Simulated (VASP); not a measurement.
A run of VASP 6.6.1 is set up as follows.

Contents of INCAR:

```
PREC     = Accurate       # precision mode
ENCUT    = 520            # plane-wave cutoff, eV
EDIFF    = 1E-6           # SCF threshold, eV
ISMEAR   = 0              # smearing method
SIGMA    = 0.2            # smearing width, eV
LREAL    = False          # projectors in reciprocal space
LASPH    = True           # aspherical terms in the spheres
NELM     = 80             # most SCF steps
ALGO     = Normal         # electronic algorithm
ISIF     = 2              # what is computed and relaxed
LWAVE    = False          # write WAVECAR
LCHARG   = True           # write CHGCAR
GGA      = PE             # functional
LELF     = True           # ELF
LVHAR    = True         
NBANDS   = 50             # bands
```

File KPOINTS:

```
regular mesh
0
Gamma
  12 12 2
```

Contents of POSCAR:

```
Ti3C
1.0
    3.0439368081      0.0000000000      0.0000000000
   -1.5219684041      2.6361266033      0.0000000000
    0.0000000000      0.0000000000     14.3583213837
Ti C
6 2
Direct
    0.3333333333      0.6666666667      0.0813303275
    0.3333333333      0.6666666667      0.5813303275
    0.6666666667      0.3333333333      0.4186696725
    0.6666666667      0.3333333333      0.9186696725
    1.0000000000      1.0000000000      0.2500000000
    1.0000000000      1.0000000000      0.7500000000
    0.0000000000      0.0000000000      0.5000000000
    0.0000000000      0.0000000000      1.0000000000
```

Potentials or basis: VASP PAW PBE potentials, release 64 (Ti_sv, C).

The run is started by

```sh
$ cat potpaw_PBE.64/Ti_sv/POTCAR potpaw_PBE.64/C/POTCAR > POTCAR
$ mpirun -np 1 vasp_std > vasp.out
```

Task: Predict the pressure.

Result: 0.1 GPa.

Task: Predict the largest force.

Result: 0.029 eV/Å.

Task: What does it give for the band gap on the k mesh?

Result: Zero (bands 40 and 41 overlap by 1.04 eV).

Stress tensor (GPa, compression positive):
```
0.04 0.00 0.00
0.00 0.04 0.00
0.00 0.00 0.25
```
